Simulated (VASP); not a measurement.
# HgTe (Fm-3m) in VASP: a series of runs

The runs below take HgTe through single point, with r2SCAN.

All numbers are computed with VASP 6.6.1; they aren't measurements. Logs are shortened: lines on timing, memory, paths and dates and some standing lists are left out, and cuts for length are marked.

**1. The cell of the first run**

It takes space group Fm-3m (No. 225, cubic). The conventional cell has a = 6.095 Å, b = 6.095 Å, c = 6.095 Å, α = 90.00°, β = 90.00°, γ = 90.00°. Hg (site symmetry m-3m) has 6 Te at 3.05 Å within 4.0 Å. Te (site symmetry m-3m) has 6 Hg at 3.05 Å within 4.0 Å.

**2. Single point, r2SCAN**

The input, POSCAR:

```
HgTe
1.0
    0.0000000000      3.0473239407      3.0473239407
    3.0473239407      0.0000000000      3.0473239407
    3.0473239407      3.0473239407      0.0000000000
Hg Te
1 1
Direct
    0.0000000000      0.0000000000      0.0000000000
    0.5000000000      0.5000000000      0.5000000000
```

The input, INCAR.step1:

```
SYSTEM = HgTe
  ALGO = Normal
  EDIFF = 1E-4
  ENCUT = 520
  GGA = PE
  ISMEAR = -1
  LASPH = .True.
  LCHARG = .False.
  LREAL = .False.
  LWAVE = .True.
  NBANDS = 16
  NELM = 80
  PREC = Accurate
  SIGMA = 0.1
```

The input, INCAR.step2:

```
SYSTEM = HgTe
  ALGO = Normal
  EDIFF = 1E-6
  ENCUT = 520
  ISIF = 2
  ISMEAR = -1
  ISTART = 1
  LASPH = .True.
  LCHARG = .False.
  LMIXTAU = .True.
  LREAL = .False.
  LWAVE = .False.
  METAGGA = R2SCAN
  NBANDS = 16
  NELM = 80
  PREC = Accurate
  SIGMA = 0.1
```

The input, KPOINTS:

```
k-points
0
Gamma
  9 9 9
  0 0 0
```

Potentials or basis: VASP PAW PBE potentials, release 64 (Hg, Te).

Command:

```
$ cat potpaw_PBE.64/Hg/POTCAR potpaw_PBE.64/Te/POTCAR > POTCAR
$ cp INCAR.step1 INCAR
$ mpirun -np 1 vasp_std > vasp.out
$ cp INCAR.step2 INCAR
$ mpirun -np 1 vasp_std > vasp.out
```

OUTCAR:

```text
SYSTEM = HgTe
   EDIFF = 1E-6
   ENCUT = 520
   ISIF = 2
   ISMEAR = -1
   ISTART = 1
   LASPH = .True.
   LREAL = .False.
   METAGGA = R2SCAN
   NELM = 80
   PREC = Accurate

 ion  position               nearest neighbor table
   1  0.000  0.000  0.000-   2 3.05   2 3.05   2 3.05   2 3.05   2 3.05   2 3.05
   2  0.500  0.500  0.500-   1 3.05   1 3.05   1 3.05   1 3.05   1 3.05   1 3.05

  LATTYP: Found a face centered cubic cell.
 ALAT       =     6.0946478814

  Lattice vectors:

 A1 = (   0.0000000000,   3.0473239407,   3.0473239407)
 A2 = (   3.0473239407,   0.0000000000,   3.0473239407)
 A3 = (   3.0473239407,   3.0473239407,   0.0000000000)

Analysis of symmetry for initial positions (statically):
=====================================================================
 Subroutine PRICEL returns:
 Original cell was already a primitive cell.

 Routine SETGRP: Setting up the symmetry group for a
 face centered cubic supercell.

 Subroutine GETGRP returns: Found 48 space group operations
 (whereof 48 operations were pure point group operations)
 out of a pool of 48 trial point group operations.

The static configuration has the point symmetry O_h .

Analysis of symmetry for dynamics (positions and initial velocities):
=====================================================================
 Subroutine PRICEL returns:
 Original cell was already a primitive cell.

 Routine SETGRP: Setting up the symmetry group for a
 face centered cubic supercell.

 Subroutine GETGRP returns: Found 48 space group operations
 (whereof 48 operations were pure point group operations)
 out of a pool of 48 trial point group operations.

The dynamic configuration has the point symmetry O_h .

 Subroutine INISYM returns: Found 48 space group operations
 (whereof 48 operations are pure point group operations),
 and found     1 'primitive' translations

----------------------------------------------------------------------------------------

                                     Primitive cell

  volume of cell :      56.5960

  direct lattice vectors                    reciprocal lattice vectors
     0.000000000  3.047323941  3.047323941    -0.164078388  0.164078388  0.164078388
     3.047323941  0.000000000  3.047323941     0.164078388 -0.164078388  0.164078388
     3.047323941  3.047323941  0.000000000     0.164078388  0.164078388 -0.164078388

  length of vectors
     4.309566846  4.309566846  4.309566846     0.284192104  0.284192104  0.284192104

  position of ions in fractional coordinates (direct lattice)
[... 78 lines left out ...]
   NELM   =     80;   NELMIN=  2; NELMDL=  0     # of ELM steps
   EDIFF  = 0.1E-05   stopping-criterion for ELM
   LREAL  =      F    real-space projection
   EDIFFG = 0.1E-04   stopping-criterion for IOM
   NSW    =      0    number of steps for IOM
   IBRION =     -1    ionic relax: 0-MD 1-quasi-New 2-CG
   NFREE  =      0    steps in history (QN), initial steepest desc. (CG)
   ISIF   =      2    stress and relaxation
   ISYM   =      2    0-nonsym 1-usesym 2-fastsym
   POTIM  = 0.5000    time-step for ionic-motion
   TEBEG  =    0.0;   TEEND  =   0.0 temperature during run
   PSTRESS=    0.0 pullay stress
   NELECT =      18.0000    total number of electrons
   NUPDOWN=      -1.0000    fix difference up-down
   EMIN   =  10.00;   EMAX   =-10.00  energy-range for DOS
   EFERMI =   0.00;   METHOD = LEGACY
   ISMEAR =    -1;   SIGMA  =   0.10  broadening in eV -4-tet -1-fermi 0-gaus
   EFERMI_NEDOS =   21; number of points for ismear=-14 and -15
   IALGO  =     38    algorithm
   IMIX   =      4    mixing-type and parameters
     AMIX     =   0.40;   BMIX     =  1.00
     AMIX_MAG =   1.60;   BMIX_MAG =  1.00
  volume/ion in A,a.u.               =      28.30       190.96
  Fermi-wavevector in a.u.,A,eV,Ry     =   1.117473  2.111718 16.990220  1.248746
  Thomas-Fermi vector in A             =   2.254096
   LORBIT       =      0    0 simple, 1 ext, 2 COOP (PROOUT), +10 PAW based schemes
   METAGGA = R2SCAN    functional components
   LHFCALC =     F    Hartree Fock is set to
   AEXX    =    0.0000 exact exchange contribution
   IVDW    =     0    specifies the selected vdW correction
   LEPSILON=     F    determine dielectric tensor
   LRPA    =     F    only Hartree local field effects (RPA)
 non-spin polarized calculation
  energy-cutoff  :      520.00
  volume of cell :       56.60
 maximum number of plane-waves:      1544
   NGX = 17   NGY = 17   NGZ = 17

 number of electron      18.0000003 magnetization

 Free energy of the ion-electron system (eV)
  ---------------------------------------------------
  ext. energy  EPLUGINS =         0.00000000
  ---------------------------------------------------
  free energy    TOTEN  =       -74.88918141 eV

  energy without entropy =      -74.86024521  energy(sigma->0) =      -74.87471331

 E-fermi :   4.2446     XC(G=0): -10.4423

 val. band max:        4.2319119952   @ k =  -0.4444   0.1111   0.0000
 cond. band min:       4.3686277473   @ k =  -0.2222   0.1111   0.0000
 fundamental gap:      0.1367157520
 Fermi energy:         4.2445659185

 k-point     1 :       0.0000    0.0000    0.0000
  band No.  band energies     occupation
      1      -8.2431      2.00000
      2      -2.7769      2.00000
      3      -2.7769      2.00000
      4      -2.7088      2.00000
      5      -2.7088      2.00000
      6      -2.7088      2.00000
[... 433 lines left out ...]
      3      -2.6827      2.00000
      4      -2.4799      2.00000
      5      -2.4799      2.00000
      6      -2.0658      2.00000
[... 8 lines left out ...]
     15      17.3860      0.00000
     16      17.7815      0.00000

 [... further k-points ...]

------------------------ aborting loop because EDIFF is reached ----------------------------------------

  FORCE on cell =-STRESS in cart. coord.  units (eV):
  Direction    XX          YY          ZZ          XY          YZ          ZX
  --------------------------------------------------------------------------------------
  -------------------------------------------------------------------------------------
  Total        0.0401574      0.0401574      0.0401574     -0.0000000      0.0000000     -0.0000000
  in kB        1.1368165      1.1368165      1.1368165     -0.0000000      0.0000000     -0.0000000
  external PRESSURE =       1.1368165 kB  Pullay stress =       0.0000000 kB

 VOLUME and BASIS-vectors are now :
 -----------------------------------------------------------------------------
  energy-cutoff  :      520.00
  volume of cell :       56.60
      direct lattice vectors                 reciprocal lattice vectors
     0.000000000  3.047323941  3.047323941    -0.164078388  0.164078388  0.164078388
     3.047323941  0.000000000  3.047323941     0.164078388 -0.164078388  0.164078388
     3.047323941  3.047323941  0.000000000     0.164078388  0.164078388 -0.164078388

 POSITION                                       TOTAL-FORCE (eV/Angst)
 -----------------------------------------------------------------------------------
      0.00000      0.00000      0.00000         0.000000      0.000000     -0.000000
      3.04732      3.04732      3.04732         0.000000      0.000000      0.000000
 -----------------------------------------------------------------------------------
    total drift:                                0.000000     -0.000000     -0.000000

  FREE ENERGIE OF THE ION-ELECTRON SYSTEM (eV)
  ---------------------------------------------------
  free  energy   TOTEN  =       -74.8891814113 eV

  energy  without entropy=      -74.8602452118  energy(sigma->0) =      -74.87471331
```

Run time: 38 s. Hardware: 1 thread of Intel Xeon 6975P-C (Granite Rapids), shared host; peak memory 0.2 GiB.

What came out:

```yaml
Free_energy: -74.8892 eV
Pressure: 0.1 GPa
Band_gap_on_the_k_mesh: zero (band 9 reaches 4.48 eV, above the bottom of band 10 at 1.91 eV)
```

Caveat: the PAW data sets were made with another functional, which shifts forces and pressure a little; spin-orbit coupling is left out, which moves the levels of the heavy elements.

**3. Single point, r2SCAN**

This run uses another cell than the first one, of 26.60 Å³/atom, 0.940 times its volume.

The input, POSCAR:

```
HgTe
1.0
    0.0000000000      2.9851162000      2.9851162000
    2.9851162000      0.0000000000      2.9851162000
    2.9851162000      2.9851162000      0.0000000000
Hg Te
1 1
Direct
    0.0000000000      0.0000000000      0.0000000000
    0.5000000000      0.5000000000      0.5000000000
```

The input, INCAR.step1:

```
PREC = Accurate
ENCUT = 520
ISMEAR = -1
SIGMA = 0.1
LREAL = F
LASPH = T
NELM = 60
NBANDS = 16
GGA = PE
ALGO = Normal
EDIFF = 1E-4
LWAVE = T
LCHARG = F
```

The input, INCAR.step2:

```
PREC = Accurate
ENCUT = 520
EDIFF = 1E-7
ISMEAR = -1
SIGMA = 0.1
LREAL = F
LASPH = T
NELM = 60
ALGO = Normal
ISIF = 2
LWAVE = F
LCHARG = F
METAGGA = R2SCAN
LMIXTAU = T
NBANDS = 16
ISTART = 1
```

The input, KPOINTS:

```
regular mesh
0
Gamma
  10 10 10
```

Potentials or basis: VASP PAW PBE potentials, release 64 (Hg, Te).

Command:

```
$ cat potpaw_PBE.64/Hg/POTCAR potpaw_PBE.64/Te/POTCAR > POTCAR
$ cp INCAR.step1 INCAR
$ mpirun -np 1 vasp_std > vasp.out
$ cp INCAR.step2 INCAR
$ mpirun -np 1 vasp_std > vasp.out
```

It took 62 s on 1 thread of Intel Xeon 6975P-C (Granite Rapids), shared host; peak memory 0.21 GiB.

Results (log left out):

```yaml
Free_energy: -74.8466 eV
Pressure: 4.0 GPa
Band_gap_on_the_k_mesh: zero (band 9 reaches 5.29 eV, above the bottom of band 10 at 2.32 eV)
```

Levels at points of the mesh, in eV from the Fermi level:
```csv
k point,band 6,band 7,band 8,band 9,band 10,band 11,band 12,band 13
"(0.00, 0.00, 0.00)",-7.18,-0.87,-0.87,-0.87,-0.32,8.13,8.13,8.13
"(0.50, 0.00, 0.00)",-6.98,-5.99,0.33,0.33,3.01,4.18,4.18,4.32
"(0.50, 0.50, 0.00)",-6.11,-4.83,-2.78,-2.63,-2.63,5.12,10.18,10.18
```

Caveat: the PAW data sets were made with another functional, which shifts forces and pressure a little; spin-orbit coupling is left out, which moves the levels of the heavy elements.
